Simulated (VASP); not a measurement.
KCl:

```xyz
2
Lattice="3.7708 0.0000 0.0000 0.0000 3.7708 0.0000 0.0000 0.0000 3.8587" Properties=species:S:1:pos:R:3 pbc="T T T"
K     0.0000    0.0000    0.0000
Cl    1.8854    1.8854    1.9293
```

This cell differs from its parent crystal: uniaxial z strain +2.3%.

Base run:

```yaml
Program: VASP 6.6.1
Functional: r2SCAN
Potentials_or_basis: VASP PAW PBE potentials, release 64 (K_sv, Cl)
Cutoff: 520 eV
k_mesh: 8 × 8 × 8
Occupations: gaussian, width 0.01 eV
Spin: no spin polarisation
```

Its results: band gap on the k mesh 5.65 eV, indirect (least direct gap 5.86 eV); pressure -0.5 GPa.

**Question.** The run is repeated on the same cell with these changes: functional from r2SCAN to PBE; occupations from gaussian, width 0.01 eV to fermi-dirac, width 0.02 eV. What comes out?

**Answer.** Band gap on the k mesh 4.88 eV, indirect (least direct gap 5.09 eV); pressure 0.6 GPa.

Caveats: the PAW data sets were made with another functional, which shifts forces and pressure a little (some runs).

A k mesh can miss the band edges.
